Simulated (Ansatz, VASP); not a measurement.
# One calculation of Fe, two programs

File INCAR:

```
SYSTEM = Fe
AGGAC = 1.0
AGGAX = 1.0
ALDAC = 0.0
ALDAX = 1.0
ALGO = Normal
EDIFF = 1E-6
ENCUT = 600
GGA = B5
GGA_COMPAT = .False.
ISIF = 2
ISMEAR = -1
ISPIN = 2
LASPH = .True.
LCHARG = .False.
LMAXMIX = 4
LORBIT = 11
LREAL = .False.
LWAVE = .False.
MAGMOM = -2.199 -2.199
NBANDS = 19
NELM = 200
PREC = Accurate
SIGMA = 0.05
```

The input KPOINTS:

```
k-points
0
Gamma
  18 18 18
  0 0 0
```

File POSCAR:

```
Fe
1.0
    2.8763205606      0.0000000000      0.0000000000
    0.0000000000      2.8763205606      0.0000000000
    0.0000000000      0.0000000000      2.8763205606
Fe
2
Direct
    0.0000000000      0.0000000000      0.0000000000
    0.5000000000      0.5000000000      0.5000000000
```

Input for Ansatz:

```yaml
crystal:
  lattice:
    - [2.8763205606, 0.0, 0.0]
    - [0.0, 2.8763205606, 0.0]
    - [0.0, 0.0, 2.8763205606]
  atoms:
    - { symbol: Fe, position: [0.0, 0.0, 0.0], spin: -2.199 }
    - { symbol: Fe, position: [0.5, 0.5, 0.5], spin: -2.199 }
hamiltonian:
  xc: blyp
  pseudopotentials:
    kind: paw
    azcp:
      Fe: "pseudopotentials/Fe.paw.azcp"
basis:
  ecutwfc: 420
  fft_grid_basis: typed
kpoints:
  mp_grid: { grid: [18, 18, 18], shift: [0, 0, 0] }
magnetization:
  spin_polarized: true
scf:
  occupations: { method: fermi_dirac, width: 0.05 }
output:
  stress: true
```

Alike in both runs: task single point; functional BLYP; k mesh 18 × 18 × 18; occupations fermi-dirac, width 0.05 eV; collinear spin.

```csv
,VASP,Ansatz
version,VASP 6.6.1,Ansatz 0.2.0
potentials or method,"VASP PAW PBE potentials, release 64 (Fe), cutoff 600 eV","plane waves (420 eV) with PAW, scalar-relativistic"
valence electrons in the cell,16,32
```

Ansatz gave:

| Quantity | Value |
| --- | --- |
| pressure (GPa) | -0.4 |
| net moment per atom (μB) | 2.23 |
| size of the moment on the site where the two differ most (μB) | 2.27 |

Task: What did VASP give for the same quantities?

Result: Pressure (GPa): -0.1; net moment per atom (μB): 2.24; size of the moment on the site where the two differ most (μB): 2.24.

VASP's potentials were made for PBE, not for BLYP. Site moments also hang on the region over which each program counts them. VASP's potentials hold 16 valence electrons a cell and Ansatz's 32, so a difference there can come from the potentials and not from the codes.
